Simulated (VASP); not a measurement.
Write the native input for VASP 6.6.1 that does the following.

```yaml
Task: single point
Functional: PBEsol
Potentials_or_basis: VASP PAW PBE potentials, release 64 (Zn)
Cutoff: 520 eV
k_mesh: 24 × 24 × 12
Occupations: gaussian, width 0.1 eV
Spin: no spin polarisation
Dipole_correction: no
Further_INCAR_settings: ALGO = Fast; EDIFF = 1e-06; NBANDS = 19
```

The structure of Zn lies in POSCAR:

```
Zn
1.0
    2.6704794358     -0.0049946088      0.0000000000
   -1.3394076957      2.2449718197      0.0000000000
    0.0000000000      0.0000000000      4.7576676510
Zn
2
Direct
    0.3333018167      0.6679012871      0.2500000000
    0.6666981833      0.3320987129      0.7500000000
```

This cell differs from its parent crystal: uniaxial strain along a: +3.0 %, then relaxed in part.

One way to write it, as run:

INCAR

```
PREC     = Accurate       # precision mode
ENCUT    = 520            # plane-wave cutoff, eV
EDIFF    = 1E-6           # SCF threshold, eV
ISMEAR   = 0              # smearing method
SIGMA    = 0.1            # smearing width, eV
LREAL    = F              # projectors in reciprocal space
LASPH    = T              # aspherical terms in the spheres
NELM     = 60             # most SCF steps
ALGO     = Fast           # electronic algorithm
ISIF     = 2              # what is computed and relaxed
LWAVE    = F              # write WAVECAR
LCHARG   = F              # write CHGCAR
GGA      = PS             # functional
NBANDS   = 19             # bands
```

KPOINTS

```
Automatic mesh
0
Gamma
  24 24 12
```

Potentials or basis: VASP PAW PBE potentials, release 64 (Zn).

The run is started by

```bash
$ cat potpaw_PBE.64/Zn/POTCAR > POTCAR
$ mpirun -np 1 vasp_std > vasp.out
```

It gave:

```yaml
Pressure: 0.1 GPa
Band_gap_on_the_k_mesh: zero (bands 12 and 13 overlap by 4.23 eV)
```

Caveat: the cell differs from its parent crystal (uniaxial strain along a: +3.0 %, then relaxed in part); the PAW data sets were made with another functional, which shifts forces and pressure a little.

It took 5.3 min on 1 thread of Intel(R) Xeon(R) 6975P-C (Granite Rapids), with other jobs on the host, peak memory 0.88 GiB.
